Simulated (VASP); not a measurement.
Input of a VASP 6.6.1 run:

Contents of INCAR:

```
SYSTEM = Ru
  ALGO = Normal
  EDIFF = 1E-6
  ENCUT = 520
  GGA = PS
  ISIF = 2
  ISMEAR = -1
  LASPH = .True.
  LCHARG = .True.
  LELF = .True.
  LREAL = .False.
  LVHAR = .True.
  LWAVE = .False.
  NBANDS = 13
  NELM = 80
  PREC = Accurate
  SIGMA = 0.1
```

KPOINTS

```
k-points
0
Gamma
  14 14 14
  0 0 0
```

File POSCAR:

```
Ru
1.0
    2.5765089994      0.0000000000      0.0000000000
    0.0000000000      2.5765089994      0.0000000000
    0.0000000000      0.0000000000      2.5765089994
Ru
1
Direct
    0.0000000000      0.0000000000      0.0000000000
```

Potentials or basis: VASP PAW PBE potentials, release 64 (Ru_pv).

The run is started by

```bash
$ cat potpaw_PBE.64/Ru_pv/POTCAR > POTCAR
$ mpirun -np 1 vasp_std > vasp.out
```

**Question.** What does it give for the band gap on the k mesh?

**Answer.** Zero (band 7 reaches 12.43 eV, above the bottom of band 8 at 8.44 eV).

**Question.** Predict the pressure.

**Answer.** -21.1 GPa.

Caveat: the PAW data sets were made with another functional, which shifts forces and pressure a little.
